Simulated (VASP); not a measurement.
# TiCo (P-6m2) in VASP: further runs, part 2 of 2

VASP 6.6.1.

### 3 Single point, PBE, collinear spin, ferromagnetic start

This run uses another cell than the first one, of 16.63 Å³/atom, 1.274 times its volume.

INCAR

```
SYSTEM = TiCo
  PREC = Accurate
  ENCUT = 520
  EDIFF = 1E-7
  ISMEAR = 0
  SIGMA = 0.1
  LREAL = .FALSE.
  LASPH = .TRUE.
  NELM = 150
  ALGO = Normal
  ISIF = 2
  LWAVE = .FALSE.
  LCHARG = .FALSE.
  ISPIN = 2
  MAGMOM = 0 3
  LORBIT = 11
  LMAXMIX = 4
  GGA = PE
  NBANDS = 22
```

KPOINTS

```
regular mesh
0
G
  6 6 6
  0 0 0
```

POSCAR

```
TiCo
1.0
    3.9104496311      0.0000000000      0.0000000000
   -1.9552248155      3.3865487207      0.0000000000
    0.0000000000      0.0000000000      2.5112249428
Ti Co
1 1
Direct
    0.3333333333      0.6666666667      0.5000000000
    0.0000000000      0.0000000000      0.5000000000
```

Potentials or basis: VASP PAW PBE potentials, release 64 (Ti_sv, Co).

Run with:

```bash
$ cat potpaw_PBE.64/Ti_sv/POTCAR potpaw_PBE.64/Co/POTCAR > POTCAR
$ mpirun -np 1 vasp_std > vasp.out
```

OUTCAR:

```text
SYSTEM = TiCo
   PREC = Accurate
   ENCUT = 520
   EDIFF = 1E-7
   ISMEAR = 0
   LREAL = .FALSE.
   LASPH = .TRUE.
   NELM = 150
   ISIF = 2
   ISPIN = 2
   LORBIT = 11
   GGA = PE

 ion  position               nearest neighbor table
   1  0.333  0.667  0.500-   2 2.26   2 2.26   2 2.26
   2  0.000  0.000  0.500-   1 2.26   1 2.26   1 2.26

  LATTYP: Found a hexagonal cell.
 ALAT       =     3.9104496311
 C/A-ratio  =     0.6421831707

  Lattice vectors:

 A1 = (   3.9104496311,   0.0000000000,   0.0000000000)
 A2 = (  -1.9552248155,   3.3865487207,   0.0000000000)
 A3 = (   0.0000000000,   0.0000000000,   2.5112249428)

Analysis of symmetry for initial positions (statically):
=====================================================================
 Subroutine PRICEL returns:
 Original cell was already a primitive cell.

 Routine SETGRP: Setting up the symmetry group for a
 hexagonal supercell.

 Subroutine GETGRP returns: Found 12 space group operations
 (whereof 12 operations were pure point group operations)
 out of a pool of 24 trial point group operations.

[... 789 lines left out ...]

 spin component 2

 k-point     1 :       0.0000    0.0000    0.0000
  band No.  band energies     occupation
      1     -49.9297      1.00000
      2     -26.2252      1.00000
      3     -26.2252      1.00000
      4     -25.5110      1.00000
      5       0.7637      1.00000
      6       4.2771      1.00000
[... 589 lines left out ...]
     21      21.2812      0.00000
     22      23.5264      0.00000

 [... further k-points ...]
[... 5 lines left out ...]
  --------------------------------------------------------------------------------------
  -------------------------------------------------------------------------------------
  Total        0.0471456      0.0471456     -0.0395258      0.0000000      0.0000000      0.0000000
  in kB        2.2713398      2.2713398     -1.9042416      0.0000000      0.0000000      0.0000000
  external PRESSURE =       0.8794793 kB  Pullay stress =       0.0000000 kB

 VOLUME and BASIS-vectors are now :
 -----------------------------------------------------------------------------
  energy-cutoff  :      520.00
  volume of cell :       33.26
      direct lattice vectors                 reciprocal lattice vectors
     3.910449631  0.000000000  0.000000000     0.255725069  0.147642937  0.000000000
    -1.955224816  3.386548721  0.000000000     0.000000000  0.295285874  0.000000000
     0.000000000  0.000000000  2.511224943     0.000000000  0.000000000  0.398212037

 POSITION                                       TOTAL-FORCE (eV/Angst)
 -----------------------------------------------------------------------------------
     -0.00000      2.25770      1.25561         0.000000     -0.000000      0.000000
      0.00000      0.00000      1.25561        -0.000000      0.000000      0.000000
 -----------------------------------------------------------------------------------
    total drift:                                0.000002     -0.000001     -0.000000

  FREE ENERGIE OF THE ION-ELECTRON SYSTEM (eV)
  ---------------------------------------------------
  free  energy   TOTEN  =       -13.6410235978 eV

  energy  without entropy=      -13.6379562703  energy(sigma->0) =      -13.63948993

 total charge

# of ion       s       p       d       tot
------------------------------------------
    1        2.260   6.106   2.114  10.479
    2        0.558   0.327   7.484   8.368
--------------------------------------------------
tot          2.818   6.433   9.597  18.848

 magnetization (x)

# of ion       s       p       d       tot
------------------------------------------
    1       -0.015  -0.012  -0.282  -0.308
    2       -0.000  -0.003   0.036   0.032
--------------------------------------------------
tot         -0.015  -0.015  -0.246  -0.276
```

Run time: 33 s. Hardware: 1 thread of Intel Xeon Platinum 8488C (Sapphire Rapids), shared host; peak memory 0.17 GiB.

What came out:

```
Free energy                                           : -13.6410 eV
Pressure                                              : 0.1 GPa
Net moment                                            : -0.32 μB per cell
Site moments                                          : Ti -0.31; Co +0.03 μB
Valence electrons inside the program's atomic spheres : Ti 10.48; Co 8.37
```

Stress tensor (GPa, compression positive):
```
 0.23  0.00  0.00
 0.00  0.23  0.00
 0.00  0.00 -0.19
```

Levels at points of the mesh, in eV from the Fermi level:
Spin up:
```tsv
k point	band 6	band 7	band 8	band 9	band 10	band 11	band 12	band 13	band 14	band 15
(0.00, 0.00, 0.00)	-2.52	-1.57	-1.57	-0.46	-0.46	-0.39	-0.24	-0.24	3.51	3.51
(0.50, 0.00, 0.00)	-2.98	-2.06	-2.04	-1.66	-0.54	-0.51	-0.41	2.14	3.25	3.25
(0.00, 0.00, 0.50)	-2.43	-2.43	-1.16	-1.16	-0.18	0.66	0.66	1.13	1.13	2.32
(0.50, 0.00, 0.50)	-2.88	-2.07	-1.68	-1.17	-1.16	1.18	1.69	2.77	3.55	4.62
```
Spin down:
| k point | band 8 | band 9 | band 10 | band 11 | band 12 | band 13 |
| --- | --- | --- | --- | --- | --- | --- |
| (0.00, 0.00, 0.00) | -1.54 | -1.01 | -0.43 | -0.43 | -0.38 | -0.38 |
| (0.50, 0.00, 0.00) | -2.07 | -1.87 | -0.94 | -0.51 | -0.38 | 2.02 |
| (0.00, 0.00, 0.50) | -1.12 | -1.12 | -0.27 | 0.52 | 0.52 | 0.95 |
| (0.50, 0.00, 0.50) | -1.68 | -1.24 | -1.21 | 1.06 | 1.53 | 2.61 |

Caveat: the k points lie up to 0.42 Å⁻¹ apart.

### 4 Relaxation of cell and atoms, PBE, collinear spin, ferromagnetic start

INCAR

```
SYSTEM = TiCo
ALGO     = Normal         ! electronic algorithm
EDIFF    = 1E-6           ! SCF threshold, eV
EDIFFG   = -0.04          ! ionic threshold
ENCUT    = 600            ! plane-wave cutoff, eV
GGA      = PE             ! functional
IBRION   = 2              ! ionic algorithm
ISIF     = 3              ! what is computed and relaxed
ISMEAR   = 0              ! smearing method
ISPIN    = 2              ! spin polarisation
LASPH    = .TRUE.         ! aspherical terms in the spheres
LCHARG   = .FALSE.        ! write CHGCAR
LMAXMIX  = 4              ! l up to which the mixer works
LORBIT   = 11             ! projections on sites
LREAL    = .FALSE.        ! projectors in reciprocal space
LWAVE    = .FALSE.        ! write WAVECAR
MAGMOM   = 0 3            ! initial moments
NELM     = 150            ! most SCF steps
NSW      = 90             ! ionic steps
PREC     = Accurate       ! precision mode
SIGMA    = 0.1            ! smearing width, eV
```

KPOINTS

```
k-points
0
G
  6 6 6
  0 0 0
```

POSCAR

```
TiCo
1.0
    3.4195032600      0.0000000000      0.0000000000
   -1.7097516300      2.9613767000      0.0000000000
    0.0000000000      0.0000000000      2.5782803900
Ti Co
1 1
Direct
    0.3333333300      0.6666666700      0.5000000000
    0.0000000000      0.0000000000      0.5000000000
```

Potentials or basis: VASP PAW PBE potentials, release 64 (Ti_sv, Co).

Run with:

```bash
$ cat potpaw_PBE.64/Ti_sv/POTCAR potpaw_PBE.64/Co/POTCAR > POTCAR
$ mpirun -np 1 vasp_std > vasp.out
```

OUTCAR:

```text
SYSTEM = TiCo
   EDIFF = 1E-6
   EDIFFG = -0.04
   ENCUT = 600
   GGA = PE
   IBRION = 2
   ISIF = 3
   ISMEAR = 0
   ISPIN = 2
   LASPH = .TRUE.
   LORBIT = 11
   LREAL = .FALSE.
   NELM = 150
   NSW = 90
   PREC = Accurate

 ion  position               nearest neighbor table
   1  0.333  0.667  0.500-   2 1.97   2 1.97   2 1.97
   2  0.000  0.000  0.500-   1 1.97   1 1.97   1 1.97

  LATTYP: Found a hexagonal cell.
 ALAT       =     3.4195032600
 C/A-ratio  =     0.7539926691

  Lattice vectors:

 A1 = (   3.4195032600,   0.0000000000,   0.0000000000)
 A2 = (  -1.7097516300,   2.9613767000,   0.0000000000)
 A3 = (   0.0000000000,   0.0000000000,   2.5782803900)

Analysis of symmetry for initial positions (statically):
=====================================================================
 Subroutine PRICEL returns:
 Original cell was already a primitive cell.

 Routine SETGRP: Setting up the symmetry group for a
 hexagonal supercell.

 Subroutine GETGRP returns: Found 12 space group operations
 (whereof 12 operations were pure point group operations)
 out of a pool of 24 trial point group operations.

The static configuration has the point symmetry D_3h.

Analysis of symmetry for dynamics (positions and initial velocities):
[... 160 lines left out ...]
  volume of cell :       26.11
 maximum number of plane-waves:       882
 NGX is ok and might be reduce to    28
   NGX = 13   NGY = 13   NGZ = 11

--------------------------------------- Ionic step        1  -------------------------------------------

 number of electron      20.9999998 magnetization       0.0177690

 number of electron      20.9999998 magnetization      -0.2151045

 Free energy of the ion-electron system (eV)
  ---------------------------------------------------
  ext. energy  EPLUGINS =         0.00000000
  ---------------------------------------------------
  free energy    TOTEN  =       -12.24062652 eV

  energy without entropy =      -12.23395156  energy(sigma->0) =      -12.23728904

 E-fermi :  10.1410     XC(G=0): -12.3239

 val. band max:       10.0507255157   @ k =   0.1667   0.0000   0.0000
 cond. band min:      10.1646228015   @ k =   0.1667   0.0000   0.1667
 fundamental gap:      0.1138972858
 Fermi energy:        10.1410157451
[... 2106 lines left out ...]
 number of electron      21.0000003 magnetization      -0.0007702

 number of electron      21.0000003 magnetization       0.0003247

 Free energy of the ion-electron system (eV)
  ---------------------------------------------------
  ext. energy  EPLUGINS =         0.00000000
  ---------------------------------------------------
  free energy    TOTEN  =       -13.61622507 eV

  energy without entropy =      -13.60071537  energy(sigma->0) =      -13.60847022

 E-fermi :   6.9663     XC(G=0): -11.0918

 val. band max:        6.9521168851   @ k =   0.3333   0.1667   0.1667
 cond. band min:       7.0276655872   @ k =   0.5000   0.0000   0.1667
 fundamental gap:      0.0755487021
 Fermi energy:         6.9663210783
[... 947 lines left out ...]
  FREE ENERGIE OF THE ION-ELECTRON SYSTEM (eV)
  ---------------------------------------------------
  free  energy   TOTEN  =       -13.6162250743 eV

  energy  without entropy=      -13.6007153693  energy(sigma->0) =      -13.60847022

 reached required accuracy - stopping structural energy minimisation

 total charge

# of ion       s       p       d       tot
------------------------------------------
    1        2.259   6.107   2.109  10.475
    2        0.556   0.327   7.482   8.365
--------------------------------------------------
tot          2.815   6.434   9.591  18.841

 magnetization (x)

# of ion       s       p       d       tot
------------------------------------------
    1        0.000   0.000   0.000   0.000
    2        0.000   0.000   0.000   0.000
--------------------------------------------------
tot          0.000   0.000   0.000   0.000
```

OSZICAR:

```text
N       E                     dE             d eps       ncg     rms          rms(c)
DAV:   1     0.179873551150E+03    0.17987E+03   -0.12079E+04  1800   0.193E+03
DAV:   2     0.312484719118E+01   -0.17675E+03   -0.17193E+03  1904   0.404E+02
[... 113 lines left out ...]
DAV:   5    -0.136161056958E+02   -0.63686E-04   -0.11450E-03  2824   0.215E-01    0.150E-01
DAV:   6    -0.136163899968E+02   -0.28430E-03   -0.48809E-04  2312   0.142E-01    0.143E-01
DAV:   7    -0.136162200851E+02    0.16991E-03   -0.14016E-04  2032   0.724E-02    0.109E-01
DAV:   8    -0.136162191500E+02    0.93516E-06   -0.50427E-04  2288   0.162E-01    0.244E-02
DAV:   9    -0.136162243484E+02   -0.51985E-05   -0.52257E-05  2024   0.558E-02    0.929E-03
DAV:  10    -0.136162250743E+02   -0.72589E-06   -0.29692E-06  2000   0.134E-02
   8 F= -.13616225E+02 E0= -.13608470E+02  d E =-.356420E-03  mag=    -0.0001
```

Run time: 2.5 min. Hardware: 1 thread of Intel Xeon Platinum 8488C (Sapphire Rapids), shared host; peak memory 0.18 GiB.

Results:

```yaml
Free_energy: -13.6162 eV
Relaxed_volume: 16.65 Å³/atom
Relaxed_cell: a = 3.909 Å, b = 3.909 Å, c = 2.518 Å, α = 90.00°, β = 90.00°, γ = 120.00°
Space_group_after_relaxing_to_0.05_Å: P-6m2 (No. 187)
Energy_gained_by_relaxing: 687.8 meV/atom
Ionic_steps: 8
Pressure_after_relaxing: -0.1 GPa
Net_moment: 0.00 μB per cell
Valence_electrons_inside_the_program's_atomic_spheres: Ti 10.47; Co 8.37
```

Step by step:
```tsv
step	energy change (eV)	largest force (eV/Å)	pressure (GPa)	volume (Å³)
1	0.0000	0.0000	49.26	26.11
2	-0.6335	0.0000	-15.24	43.45
3	-1.3623	0.0000	-2.40	34.08
4	-1.3629	0.0000	-1.87	33.91
5	-1.3627	0.0000	-1.39	33.75
6	-1.3752	0.0000	0.77	33.02
7	-1.3752	0.0000	0.61	33.07
8	-1.3756	0.0000	-0.11	33.31
```

Final structure:
```cif
data_structure
_symmetry_space_group_name_H-M 'P 1'
_symmetry_Int_Tables_number 1
_cell_length_a 3.9085
_cell_length_b 3.9085
_cell_length_c 2.5176
_cell_angle_alpha 90.000
_cell_angle_beta 90.000
_cell_angle_gamma 120.000
_cell_volume 33.31
loop_
_atom_site_label
_atom_site_type_symbol
_atom_site_fract_x
_atom_site_fract_y
_atom_site_fract_z
_atom_site_occupancy
Ti1 Ti 0.33333 0.66667 0.50000 1
Co1 Co 0.00000 0.00000 0.50000 1
```

Levels at points of the mesh, in eV from the Fermi level:
Spin up:
```
           k point  band 8  band 9  band 10  band 11  band 12  band 13
(0.00, 0.00, 0.00)   -1.61   -0.79    -0.53    -0.53    -0.36    -0.36
(0.50, 0.00, 0.00)   -2.12   -1.83    -0.81    -0.60    -0.47     2.03
(0.00, 0.00, 0.50)   -1.20   -1.20    -0.30     0.53     0.53     0.97
(0.50, 0.00, 0.50)   -1.74   -1.26    -1.26     1.07     1.53     2.63
```
Spin down:
| k point | band 7 | band 8 | band 9 | band 10 | band 11 | band 12 | band 13 | band 14 |
| --- | --- | --- | --- | --- | --- | --- | --- | --- |
| (0.00, 0.00, 0.00) | -1.61 | -1.61 | -0.79 | -0.53 | -0.53 | -0.36 | -0.36 | 3.36 |
| (0.50, 0.00, 0.00) | -2.14 | -2.12 | -1.83 | -0.81 | -0.60 | -0.47 | 2.03 | 3.10 |
| (0.00, 0.00, 0.50) | -2.49 | -1.20 | -1.20 | -0.30 | 0.53 | 0.53 | 0.97 | 0.97 |
| (0.50, 0.00, 0.50) | -2.14 | -1.74 | -1.26 | -1.26 | 1.07 | 1.53 | 2.63 | 3.36 |

Caveat: the k points lie up to 0.42 Å⁻¹ apart in the final cell; the starting moments collapsed, and a magnetic state may lie lower; the volume moved by over 15 % at a fixed basis, so the end points are rough.

### 5 Single point, PBE, collinear spin, ferromagnetic start

INCAR

```
SYSTEM = TiCo
PREC = Accurate ; ENCUT = 600
EDIFF = 1E-6 ; ISMEAR = 0
SIGMA = 0.1 ; LREAL = .False.
LASPH = .True. ; NELM = 200
ALGO = Normal ; ISIF = 2
LWAVE = .False. ; LCHARG = .False.
ISPIN = 2 ; MAGMOM = 0 3
LORBIT = 11 ; LMAXMIX = 4
GGA = PE ; NBANDS = 26
GGA_COMPAT = .False.
```

KPOINTS

```
regular mesh
0
Gamma
  6 6 6
  0 0 0
```

POSCAR is that of step 4.

Potentials or basis: VASP PAW PBE potentials, release 64 (Ti_sv, Co_sv).

Run with:

```bash
$ cat potpaw_PBE.64/Ti_sv/POTCAR potpaw_PBE.64/Co_sv/POTCAR > POTCAR
$ mpirun -np 1 vasp_std > vasp.out
```

It took 24 s on 1 thread of Intel Xeon 6975P-C (Granite Rapids), shared host; peak memory 0.18 GiB.

Results (log left out):

| Item | Value |
| --- | --- |
| Free energy | -12.2952 eV |
| Pressure | 47.0 GPa |
| Net moment | -0.21 μB per cell |
| Site moments | Ti -0.16; Co -0.01 μB |
| Valence electrons inside the program's atomic spheres | Ti 10.98; Co 15.50 |

Stress tensor (GPa, compression positive):
```
71.61  0.00  0.00
 0.00 71.61  0.00
 0.00  0.00 -2.17
```

Levels at points of the mesh, in eV from the Fermi level:
Spin up:
| k point | band 10 | band 11 | band 12 | band 13 | band 14 | band 15 | band 16 | band 17 | band 18 | band 19 |
| --- | --- | --- | --- | --- | --- | --- | --- | --- | --- | --- |
| (0.00, 0.00, 0.00) | -3.95 | -2.45 | -2.45 | -1.88 | -1.88 | -0.40 | -0.40 | 0.13 | 3.46 | 3.46 |
| (0.50, 0.00, 0.00) | -4.14 | -3.58 | -2.19 | -2.13 | -1.75 | -1.64 | -0.58 | 2.69 | 3.03 | 3.79 |
| (0.00, 0.00, 0.50) | -3.56 | -3.56 | -2.16 | -2.16 | -1.65 | 0.56 | 0.56 | 1.14 | 1.14 | 1.52 |
| (0.50, 0.00, 0.50) | -4.26 | -4.22 | -3.35 | -1.88 | -1.80 | 1.23 | 2.03 | 3.42 | 4.09 | 5.02 |
Spin down:
```
           k point  band 10  band 11  band 12  band 13  band 14  band 15  band 16  band 17  band 18  band 19
(0.00, 0.00, 0.00)    -4.06    -2.46    -2.46    -1.90    -1.90    -0.48    -0.48    -0.20     3.39     3.39
(0.50, 0.00, 0.00)    -4.20    -3.61    -2.25    -2.15    -1.87    -1.77    -0.78     2.63     2.95     3.73
(0.00, 0.00, 0.50)    -3.59    -3.59    -2.17    -2.17    -1.72     0.47     0.47     1.05     1.05     1.49
(0.50, 0.00, 0.50)    -4.30    -4.26    -3.38    -1.92    -1.86     1.15     1.95     3.33     3.99     4.90
```

Caveat: the k points lie up to 0.41 Å⁻¹ apart.

### 6 Overview

| potentials or basis | cell | cutoff (eV) | second run | gap on the mesh (eV) | pressure (GPa) | moment (μB) |
| --- | --- | --- | --- | --- | --- | --- |
| VASP PAW PBE potentials, release 64 (Ti_sv, Co) | a = 3.420, b = 3.420, c = 2.578 Å, angles 90.0, 90.0, 120.0°, 2 atoms | 520 | - | none | 49.3 | 0.21 |
| VASP PAW PBE potentials, release 64 (Ti_sv, Co) | a = 3.910, b = 3.910, c = 2.511 Å, angles 90.0, 90.0, 120.0°, 2 atoms | 520 | - | none | 0.1 | 0.32 |
| VASP PAW PBE potentials, release 64 (Ti_sv, Co_sv) | a = 3.420, b = 3.420, c = 2.578 Å, angles 90.0, 90.0, 120.0°, 2 atoms | 600 | valence_matched | none | 47.0 | 0.21 |

Alike in all rows: task single point; level PBE; spin collinear, ferromagnetic start; k mesh 6 × 6 × 6; smearing gaussian 0.1 eV.

Caveats: all runs use coarse meshes.

Absolute energies hang on the potentials; compare differences alone.
